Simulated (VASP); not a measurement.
Input of a VASP 6.6.1 run:

File INCAR:

```
SYSTEM = MoS2
PREC     = Accurate       ! precision mode
ENCUT    = 520            ! plane-wave cutoff, eV
EDIFF    = 1E-7           ! SCF threshold, eV
ISMEAR   = 0              ! smearing method
SIGMA    = 0.02           ! smearing width, eV
LREAL    = .FALSE.        ! projectors in reciprocal space
LASPH    = .TRUE.         ! aspherical terms in the spheres
NELM     = 100            ! most SCF steps
ALGO     = Normal         ! electronic algorithm
ISIF     = 2              ! what is computed and relaxed
LWAVE    = .FALSE.        ! write WAVECAR
LCHARG   = .TRUE.         ! write CHGCAR
GGA      = PS             ! functional
LELF     = .TRUE.         ! ELF
LVHAR    = .TRUE.       
NBANDS   = 20             ! bands
```

File KPOINTS:

```
Automatic mesh
0
G
  12 12 12
  0 0 0
```

File POSCAR:

```
MoS2
1.0
    1.5715604137      0.9073408279      6.2832906737
   -1.5715604137      0.9073408279      6.2832906737
    0.0000000000     -1.8146816557      6.2832906737
Mo S
1 2
Direct
   -0.0000016706     -0.0000016706     -0.0000016706
    0.7493120932      0.7493120932      0.7493120932
    0.5839895775      0.5839895775      0.5839895775
```

Potentials or basis: VASP PAW PBE potentials, release 64 (Mo_sv, S).

The run is started by

```sh
$ cat potpaw_PBE.64/Mo_sv/POTCAR potpaw_PBE.64/S/POTCAR > POTCAR
$ mpirun -np 1 vasp_std > vasp.out
```

(1) Estimate the pressure.

(2) What does it give for the band gap on the k mesh?

Answers

(1) 0.0 GPa.

(2) 1.02 eV, indirect (least direct gap 1.80 eV).

Caveat: the PAW data sets were made with another functional, which shifts forces and pressure a little.
